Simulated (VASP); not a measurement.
# ZrF (P4/nmm) in VASP: further runs

The runs below take ZrF through single point, relaxation of cell and atoms, with PBE.

Everything below comes from runs of VASP 6.6.1. Logs are shortened: lines on timing, memory, paths and dates and some standing lists are left out, and cuts for length are marked.

### 1 The cell of the first run

Symmetry: P4/nmm, No. 129, tetragonal system. Conventional cell: a = 3.601 Å, b = 3.601 Å, c = 4.321 Å, α = 90.00°, β = 90.00°, γ = 90.00°. Zr (site symmetry 4mm) has 4 F at 2.26 Å within 3.0 Å. Within 3.0 Å of F (site symmetry -4m2) lie 4 Zr at 2.26 Å and 4 F at 2.55 Å.

### 2 Single point, PBE

INCAR

```
ALGO = Normal
EDIFF = 1E-6
ENCUT = 520
GGA = PE
ISIF = 2
ISMEAR = 0
LASPH = True
LCHARG = False
LREAL = False
LWAVE = False
NBANDS = 27
NELM = 80
PREC = Accurate
SIGMA = 0.1
```

KPOINTS

```
k-points
0
Gamma
  6 6 4
```

POSCAR

```
ZrF
1.0
    3.6009625400      0.0000000000      0.0000000000
    0.0000000000      3.6009625400      0.0000000000
    0.0000000000      0.0000000000      4.3212824100
Zr F
2 2
Direct
    0.0000000000      0.5000000000      0.1849428200
    0.5000000000      0.0000000000      0.8150571800
    0.0000000000      0.0000000000      0.5000000000
    0.5000000000      0.5000000000      0.5000000000
```

Potentials or basis: VASP PAW PBE potentials, release 64 (Zr_sv, F).

Started as:

```bash
$ cat potpaw_PBE.64/Zr_sv/POTCAR potpaw_PBE.64/F/POTCAR > POTCAR
$ mpirun -np 1 vasp_std > vasp.out
```

OUTCAR:

```text
EDIFF = 1E-6
   ENCUT = 520
   GGA = PE
   ISIF = 2
   ISMEAR = 0
   LASPH = True
   LREAL = False
   NELM = 80
   PREC = Accurate

 ion  position               nearest neighbor table
   1  0.000  0.500  0.185-   3 2.26   4 2.26   3 2.26   4 2.26   2 3.01   2 3.01   2 3.01   2 3.01
                             2 3.73   2 3.73   2 3.73   2 3.73
   2  0.500  0.000  0.815-   3 2.26   4 2.26   4 2.26   3 2.26   1 3.01   1 3.01   1 3.01   1 3.01
                             1 3.73   1 3.73   1 3.73   1 3.73
   3  0.000  0.000  0.500-   1 2.26   2 2.26   1 2.26   2 2.26
   4  0.500  0.500  0.500-   1 2.26   2 2.26   2 2.26   1 2.26

  LATTYP: Found a simple tetragonal cell.
 ALAT       =     3.6009625400
 C/A-ratio  =     1.2000353689

  Lattice vectors:

 A1 = (   3.6009625400,   0.0000000000,   0.0000000000)
 A2 = (   0.0000000000,   3.6009625400,   0.0000000000)
 A3 = (   0.0000000000,   0.0000000000,   4.3212824100)

Analysis of symmetry for initial positions (statically):
=====================================================================
 Subroutine PRICEL returns:
 Original cell was already a primitive cell.

 Routine SETGRP: Setting up the symmetry group for a
 simple tetragonal supercell.

 Subroutine GETGRP returns: Found 16 space group operations
 (whereof  8 operations were pure point group operations)
 out of a pool of 16 trial point group operations.

The static configuration has the point symmetry D_2d.
 The point group associated with its full space group is D_4h.

Analysis of symmetry for dynamics (positions and initial velocities):
=====================================================================
 Subroutine PRICEL returns:
 Original cell was already a primitive cell.

 Routine SETGRP: Setting up the symmetry group for a
 simple tetragonal supercell.

 Subroutine GETGRP returns: Found 16 space group operations
 (whereof  8 operations were pure point group operations)
 out of a pool of 16 trial point group operations.

The dynamic configuration has the point symmetry D_2d.
 The point group associated with its full space group is D_4h.

 Subroutine INISYM returns: Found 16 space group operations
 (whereof  8 operations are pure point group operations),
 and found     1 'primitive' translations

----------------------------------------------------------------------------------------

                                     Primitive cell

  volume of cell :      56.0338

  direct lattice vectors                    reciprocal lattice vectors
     3.600962540  0.000000000  0.000000000     0.277703528  0.000000000  0.000000000
     0.000000000  3.600962540  0.000000000     0.000000000  0.277703528  0.000000000
     0.000000000  0.000000000  4.321282410     0.000000000  0.000000000  0.231412786

  length of vectors
     3.600962540  3.600962540  4.321282410     0.277703528  0.277703528  0.231412786

  position of ions in fractional coordinates (direct lattice)
     0.000000000  0.500000000  0.184942820
     0.500000000  0.000000000  0.815057180
     0.000000000  0.000000000  0.500000000
     0.500000000  0.500000000  0.500000000

  ion indices of the primitive-cell ions
   primitive index   ion index
                 1           1
                 2           2
                 3           3
                 4           4

----------------------------------------------------------------------------------------

 KPOINTS: k-points

Automatic generation of k-mesh.
 Grid dimensions read from file:
 generate k-points for:    6    6    4

 Generating k-lattice:

  Cartesian coordinates                     Fractional coordinates (reciprocal lattice)
     0.046283921  0.000000000  0.000000000     0.166666667  0.000000000  0.000000000
     0.000000000  0.046283921  0.000000000     0.000000000  0.166666667  0.000000000
     0.000000000  0.000000000  0.057853196     0.000000000  0.000000000  0.250000000

  Length of vectors
     0.046283921  0.046283921  0.057853196

  Shift w.r.t. Gamma in fractional coordinates (k-lattice)
     0.000000000  0.000000000  0.000000000

 Subroutine IBZKPT returns following result:
 ===========================================

 Found     30 irreducible k-points:

 Following reciprocal coordinates:
            Coordinates               Weight
  0.000000  0.000000  0.000000      1.000000
  0.166667  0.000000  0.000000      4.000000
  0.333333  0.000000  0.000000      4.000000
  0.500000  0.000000  0.000000      2.000000
  0.166667  0.166667  0.000000      4.000000
  0.333333  0.166667  0.000000      8.000000
[... 16 lines left out ...]
  0.333333  0.000000  0.500000      4.000000
  0.500000  0.000000  0.500000      2.000000
 [... further k-points ...]
   k-points           NKPTS =     30   k-points in BZ     NKDIM =     30   number of bands    NBANDS=     27
   number of dos      NEDOS =    301   number of ions     NIONS =      4
   total plane-waves  NPLWV =  25088
   dimension x,y,z NGX =    28 NGY =   28 NGZ =   32
[... 60 lines left out ...]

  energy without entropy =      -27.06948954  energy(sigma->0) =      -27.07840387

 E-fermi :   9.3134     XC(G=0): -11.5557

 val. band max:        9.3023613101   @ k =   0.5000   0.1667   0.2500
 cond. band min:       9.3576504490   @ k =   0.1667   0.1667   0.5000
 fundamental gap:      0.0552891389
 Fermi energy:         9.3133836459

 k-point     1 :       0.0000    0.0000    0.0000
  band No.  band energies     occupation
      1     -39.7903      2.00000
      2     -39.5755      2.00000
      3     -19.1562      2.00000
      4     -17.9501      2.00000
      5     -17.9501      2.00000
      6     -17.5818      2.00000
[... 19 lines left out ...]
     26      13.7226      0.00000
     27      14.0711      0.00000

 k-point     2 :       0.1667    0.0000    0.0000
  band No.  band energies     occupation
      1     -39.7726      2.00000
      2     -39.5864      2.00000
      3     -19.0702      2.00000
      4     -18.1642      2.00000
      5     -17.9106      2.00000
      6     -17.6345      2.00000
[... 19 lines left out ...]
     26      14.0004      0.00000
     27      14.0944      0.00000

 k-point     3 :       0.3333    0.0000    0.0000
  band No.  band energies     occupation
      1     -39.7266      2.00000
      2     -39.6189      2.00000
      3     -18.8521      2.00000
      4     -18.4546      2.00000
      5     -17.9793      2.00000
      6     -17.8272      2.00000
[... 19 lines left out ...]
     26      14.1497      0.00000
     27      14.4980      0.00000

 k-point     4 :       0.5000    0.0000    0.0000
  band No.  band energies     occupation
      1     -39.6693      2.00000
      2     -39.6693      2.00000
      3     -18.6378      2.00000
      4     -18.6378      2.00000
      5     -18.0510      2.00000
      6     -18.0510      2.00000
[... 19 lines left out ...]
     26      14.5240      0.00000
     27      15.0850      0.00000

 k-point     5 :       0.1667    0.1667    0.0000
  band No.  band energies     occupation
      1     -39.7568      2.00000
      2     -39.5953      2.00000
      3     -19.0044      2.00000
      4     -18.3503      2.00000
      5     -17.9179      2.00000
      6     -17.8258      2.00000
[... 19 lines left out ...]
     26      13.9742      0.00000
     27      14.2978      0.00000

 k-point     6 :       0.3333    0.1667    0.0000
  band No.  band energies     occupation
      1     -39.7158      2.00000
      2     -39.6224      2.00000
      3     -18.8684      2.00000
      4     -18.6302      2.00000
      5     -18.0491      2.00000
      6     -17.8862      2.00000
[... 444 lines left out ...]
      1     -39.7632      2.00000
      2     -39.6016      2.00000
      3     -19.1124      2.00000
      4     -17.9357      2.00000
      5     -17.8795      2.00000
      6     -17.8795      2.00000
[... 19 lines left out ...]
     26      13.7432      0.00000
     27      14.1300      0.00000

 k-point    22 :       0.1667    0.0000    0.5000
  band No.  band energies     occupation
      1     -39.7489      2.00000
      2     -39.6088      2.00000
      3     -19.1507      2.00000
      4     -18.0766      2.00000
      5     -17.8486      2.00000
      6     -17.7732      2.00000
[... 19 lines left out ...]
     26      14.1871      0.00000
     27      14.3311      0.00000

 k-point    23 :       0.3333    0.0000    0.5000
  band No.  band energies     occupation
      1     -39.7123      2.00000
      2     -39.6312      2.00000
      3     -19.1560      2.00000
      4     -18.5705      2.00000
      5     -17.7665      2.00000
      6     -17.5757      2.00000
[... 19 lines left out ...]
     26      14.3111      0.00000
     27      14.4092      0.00000

 k-point    24 :       0.5000    0.0000    0.5000
  band No.  band energies     occupation
      1     -39.6682      2.00000
      2     -39.6682      2.00000
      3     -18.9770      2.00000
      4     -18.9770      2.00000
      5     -17.6608      2.00000
      6     -17.6608      2.00000
[... 19 lines left out ...]
     26      14.2550      0.00000
     27      14.3618      0.00000

 [... further k-points ...]
[... 5 lines left out ...]
  --------------------------------------------------------------------------------------
  -------------------------------------------------------------------------------------
  Total        3.0537802      3.0537802     17.8991899      0.0000000      0.0000000      0.0000000
  in kB       87.3169390     87.3169390    511.7927154      0.0000000      0.0000000      0.0000000
  external PRESSURE =     228.8088645 kB  Pullay stress =       0.0000000 kB

 VOLUME and BASIS-vectors are now :
 -----------------------------------------------------------------------------
  energy-cutoff  :      520.00
  volume of cell :       56.03
      direct lattice vectors                 reciprocal lattice vectors
     3.600962540  0.000000000  0.000000000     0.277703528  0.000000000  0.000000000
     0.000000000  3.600962540  0.000000000     0.000000000  0.277703528  0.000000000
     0.000000000  0.000000000  4.321282410     0.000000000  0.000000000  0.231412786

 POSITION                                       TOTAL-FORCE (eV/Angst)
 -----------------------------------------------------------------------------------
      0.00000      1.80048      0.79919         0.000000      0.000000      1.605991
      1.80048      0.00000      3.52209         0.000000     -0.000000     -1.605991
      0.00000      0.00000      2.16064         0.000000     -0.000000      0.000000
      1.80048      1.80048      2.16064        -0.000000     -0.000000      0.000000
 -----------------------------------------------------------------------------------
    total drift:                                0.000000      0.000000      0.000000

  FREE ENERGIE OF THE ION-ELECTRON SYSTEM (eV)
  ---------------------------------------------------
  free  energy   TOTEN  =       -27.0873181896 eV

  energy  without entropy=      -27.0694895433  energy(sigma->0) =      -27.07840387
```

Run time: 31 s. Hardware: 1 thread of Oxide Virtual Turin-like, shared host; peak memory 0.15 GiB.

Results:

```
Free energy            : -27.0873 eV
Pressure               : 22.9 GPa
Largest force          : 1.606 eV/Å
Band gap on the k mesh : zero (band 19 reaches 10.15 eV, above the bottom of band 20 at 8.80 eV)
```

Forces in eV/Å, atoms in the order of the input:
```
Zr   0.000  0.000  1.606
Zr   0.000  0.000 -1.606
F    0.000  0.000  0.000
F    0.000  0.000  0.000
```

Caveat: the k points lie up to 0.36 Å⁻¹ apart; forces of over 1 eV/Å act on the atoms, so gaps and moduli don't describe the material at rest.

### 3 Single point, PBE

This run uses another cell than the first one, of 15.57 Å³/atom, 1.112 times its volume.

INCAR

```
  PREC = Accurate
  ENCUT = 520
  EDIFF = 1E-7
  ISMEAR = 0
  SIGMA = 0.1
  LREAL = F
  LASPH = T
  NELM = 80
  ALGO = Normal
  ISIF = 2
  LWAVE = F
  LCHARG = F
  GGA = PE
  NBANDS = 27
```

KPOINTS

```
Automatic mesh
0
Gamma
  6 6 4
```

POSCAR

```
ZrF
1.0
    3.3933033327      0.0000000000      0.0000000000
    0.0000000000      3.3933033327      0.0000000000
    0.0000000000      0.0000000000      5.4103883637
Zr F
2 2
Direct
    0.0000000000      0.5000000000      0.1997938098
    0.5000000000      0.0000000000      0.8002061902
    0.0000000000      0.0000000000      0.5000000000
    0.5000000000      0.5000000000      0.5000000000
```

Potentials or basis: VASP PAW PBE potentials, release 64 (Zr_sv, F).

Started as:

```bash
$ cat potpaw_PBE.64/Zr_sv/POTCAR potpaw_PBE.64/F/POTCAR > POTCAR
$ mpirun -np 1 vasp_std > vasp.out
```

It took 56 s on 1 thread of Oxide Virtual Turin-like, shared host; peak memory 0.16 GiB.

It converged, with:

```
Free energy            : -29.2925 eV
Pressure               : -0.1 GPa
Largest force          : 0.050 eV/Å
Band gap on the k mesh : zero (band 19 reaches 8.77 eV, above the bottom of band 20 at 7.32 eV)
```

Forces in eV/Å, atoms in the order of the input:
```
Zr   0.000  0.000 -0.050
Zr   0.000  0.000  0.050
F    0.000  0.000  0.000
F    0.000  0.000  0.000
```

Stress tensor (GPa, compression positive):
```
-0.22  0.00  0.00
 0.00 -0.22  0.00
 0.00  0.00  0.01
```

Levels at points of the mesh, in eV from the Fermi level:
```csv
k point,band 16,band 17,band 18,band 19,band 20,band 21,band 22,band 23
"(0.00, 0.00, 0.00)",-5.37,-3.16,-1.22,-0.95,2.25,2.25,2.32,2.40
"(0.50, 0.00, 0.00)",-6.93,-0.86,-0.86,0.96,0.96,1.14,1.14,3.24
"(0.50, 0.50, 0.00)",-5.00,-0.90,-0.90,-0.48,-0.48,3.77,3.77,4.56
"(0.00, 0.00, 0.50)",-5.41,-1.90,-1.69,0.20,0.99,1.81,1.81,2.12
"(0.50, 0.00, 0.50)",-6.96,-1.10,-1.10,0.85,0.85,1.58,1.58,3.82
"(0.50, 0.50, 0.50)",-5.00,-1.34,-1.34,-0.26,-0.26,3.73,3.73,3.95
```

### 4 Relaxation of cell and atoms, PBE

INCAR

```
SYSTEM = ZrF
PREC = Accurate ; ENCUT = 600
EDIFF = 1E-7 ; ISMEAR = 0
SIGMA = 0.1 ; LREAL = .FALSE.
LASPH = .TRUE. ; NELM = 100
ALGO = Normal ; ISIF = 3
LWAVE = .FALSE. ; LCHARG = .FALSE.
GGA = PE ; IBRION = 2
NSW = 90 ; EDIFFG = -0.04
```

KPOINTS

```
Automatic mesh
0
G
  6 6 4
  0 0 0
```

POSCAR

```
ZrF
1.0
    3.6009625400      0.0000000000      0.0000000000
    0.0000000000      3.6009625400      0.0000000000
    0.0000000000      0.0000000000      4.3212824100
Zr F
2 2
Direct
    0.0000000000      0.5000000000      0.1849428200
    0.5000000000      0.0000000000      0.8150571800
    0.0000000000      0.0000000000      0.5000000000
    0.5000000000      0.5000000000      0.5000000000
```

Started as:

```bash
$ cat potpaw_PBE.64/Zr_sv/POTCAR potpaw_PBE.64/F/POTCAR > POTCAR
$ mpirun -np 1 vasp_std > vasp.out
```

Wall time 6.6 min (1 thread of Oxide Virtual Turin-like, shared host); peak memory 0.17 GiB.

The run converged. Its results:

- Free energy: -29.2528 eV
- Relaxed volume: 15.49 Å³/atom
- Relaxed cell: a = 3.397 Å, b = 3.397 Å, c = 5.369 Å, α = 90.00°, β = 90.00°, γ = 90.00°
- Space group after relaxing (to 0.05 Å): P4/nmm (No. 129)
- Energy gained by relaxing: 540.1 meV/atom
- Ionic steps: 9
- Pressure after relaxing: 0.0 GPa
- Largest force after relaxing: 0.008 eV/Å
- Band gap on the k mesh: zero (band 19 reaches 8.87 eV, above the bottom of band 20 at 7.38 eV)

Forces in eV/Å, atoms in the order of the input:
```
Zr   0.000  0.000  0.008
Zr   0.000  0.000 -0.008
F    0.000  0.000  0.000
F    0.000  0.000  0.000
```

Stress tensor (GPa, compression positive):
```
-0.11  0.00  0.00
 0.00 -0.11  0.00
 0.00  0.00  0.09
```

Step by step:
| step | energy change (eV) | largest force (eV/Å) | pressure (GPa) | volume (Å³) |
| --- | --- | --- | --- | --- |
| 1 | 0.0000 | 1.6069 | 22.77 | 56.03 |
| 2 | -1.3794 | 0.1530 | -13.32 | 73.15 |
| 3 | -1.5109 | 0.2140 | -7.62 | 68.64 |
| 4 | -2.0972 | 0.6405 | -3.97 | 64.40 |
| 5 | -2.1208 | 0.8002 | -2.87 | 63.53 |
| 6 | -2.1522 | 0.1875 | 2.15 | 60.98 |
| 7 | -2.1593 | 0.1251 | 0.56 | 61.73 |
| 8 | -2.1598 | 0.0991 | -0.45 | 62.09 |
| 9 | -2.1604 | 0.0079 | -0.04 | 61.94 |

Final structure:
```yaml
crystal:
  lattice:
    - [3.39658, 0.00000, 0.00000]
    - [0.00000, 3.39658, 0.00000]
    - [0.00000, 0.00000, 5.36905]
  atoms:
    - { symbol: Zr, position: [0.00000, 0.50000, 0.19923] }
    - { symbol: Zr, position: [0.50000, 0.00000, 0.80076] }
    - { symbol: F, position: [0.00000, 0.00000, 0.50000] }
    - { symbol: F, position: [0.50000, 0.50000, 0.50000] }
```

Levels at points of the mesh, in eV from the Fermi level:
```tsv
k point	band 17	band 18	band 19	band 20	band 21	band 22
(0.00, 0.00, 0.00)	-3.14	-1.20	-0.95	2.25	2.25	2.46
(0.50, 0.00, 0.00)	-0.85	-0.85	1.01	1.01	1.12	1.12
(0.50, 0.50, 0.00)	-0.88	-0.88	-0.48	-0.48	3.80	3.80
(0.00, 0.00, 0.50)	-1.85	-1.67	0.22	1.06	1.81	1.81
(0.50, 0.00, 0.50)	-1.08	-1.08	0.88	0.88	1.57	1.57
(0.50, 0.50, 0.50)	-1.33	-1.33	-0.27	-0.27	3.77	3.77
```

Caveat: the k points lie up to 0.31 Å⁻¹ apart in the final cell.

### 5 Overview

| task | cell | cutoff (eV) | gap on the mesh (eV) | pressure (GPa) | largest force (eV/Å) |
| --- | --- | --- | --- | --- | --- |
| single point | a = 3.601, b = 3.601, c = 4.321 Å, 4 atoms | 520 | none | 22.9 | 1.61 |
| single point | a = 3.393, b = 3.393, c = 5.410 Å, 4 atoms | 520 | none | -0.1 | 0.05 |
| relaxation of cell and atoms | relaxed from a = 3.601, b = 3.601, c = 4.321 Å, 4 atoms | 600 | none | 0.0 | 0.01 |

Alike in all rows: level PBE; potentials or basis VASP PAW PBE potentials, release 64 (Zr_sv, F); no spin polarisation; k mesh 6 × 6 × 4; smearing gaussian 0.1 eV.

Caveats: some runs use coarse meshes; forces of over 1 eV/Å act on the atoms, so gaps and moduli don't describe the material at rest (some runs).

Total energies depend on the potentials used, so only differences within one code and one set of settings carry meaning.
